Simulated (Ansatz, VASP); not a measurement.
## Two plane-wave programs on GeCl3

```
Ge Cl
1.0
     5.42844    0.00000    0.00000
     0.00000    5.42844    0.00000
     0.00000    0.00000    3.58816
Ge Cl
1 3
Direct
  0.50000 0.50000 0.00000
  0.00000 0.50000 0.00000
  0.50000 0.00000 0.00000
  0.00000 0.00000 0.00000
```

Alike in both runs: task relaxation of cell and atoms; functional PBE; k mesh 8 × 8 × 14; occupations gaussian, width 0.1 eV; no spin polarisation.

|  | VASP | Ansatz |
| --- | --- | --- |
| version | VASP 6.6.1 | Ansatz 0.2.0 |
| potentials or method | VASP PAW PBE potentials, release 64 (Ge_d, Cl), cutoff 600 eV | scalar-relativistic, plane waves, PAW |
| valence electrons in the cell | 35 | 35 |

VASP gave:

* gap on the k mesh at the Fermi level, each at its own relaxed structure (eV): none
* relaxed volume (Å³/atom): 26.05
* relaxed length of the cell vector where the two differ most in proportion (Å): 3.583

Question: Estimate Ansatz's values.

Answer: gap on the k mesh at the Fermi level, each at its own relaxed structure (eV): none; relaxed volume (Å³/atom): 26.02; relaxed length of the cell vector where the two differ most in proportion (Å): 3.577.

A gap of «none» marks a metal or a gap that the smearing closes.
